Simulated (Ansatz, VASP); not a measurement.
## One calculation of Al3GaAs4, two programs

```
CELL_PARAMETERS angstrom
3.84586 0.00000 0.00000
0.00000 3.84586 0.00000
0.00000 0.00000 10.87774
ATOMIC_POSITIONS crystal
Al 0.00000 0.00000 0.75000
Al 0.50000 0.50000 0.00000
Al 0.00000 0.00000 0.25000
Ga 0.50000 0.50000 0.50000
As 0.50000 0.00000 0.87500
As 0.00000 0.50000 0.12500
As 0.50000 0.00000 0.37500
As 0.00000 0.50000 0.62500
```

Alike in both runs: task single point; functional PBE; k mesh 4 × 4 × 2; occupations gaussian, width 0.1 eV; no spin polarisation.

|  | VASP | Ansatz |
| --- | --- | --- |
| version | VASP 6.6.1 | Ansatz 0.2.0 |
| potentials or method | VASP PAW PBE potentials, release 64 (Al, Ga_d, As), cutoff 520 eV | scalar-relativistic, plane waves, PAW |
| valence electrons in the cell | 42 | 82 |

Ansatz gave:

```
gap on the k mesh at the Fermi level (eV)                     : 1.18
least direct gap on the mesh (eV)                             : 1.21
pressure (GPa)                                                : 14.8
traceless stress, the component that is largest in VASP (GPa) : -0.80
rms of the force components (eV/Å)                            : 0.037
```

Q: Estimate VASP's values.

A: gap on the k mesh at the Fermi level (eV): 1.17; least direct gap on the mesh (eV): 1.20; pressure (GPa): 15.1; traceless stress, the component that is largest in VASP (GPa): -0.80; rms of the force components (eV/Å): 0.037.

Atom by atom the forces differ by 0.000 eV/Å (rms over components). VASP's potentials hold 42 valence electrons a cell and Ansatz's 82, so a difference there can come from the potentials and not from the codes.
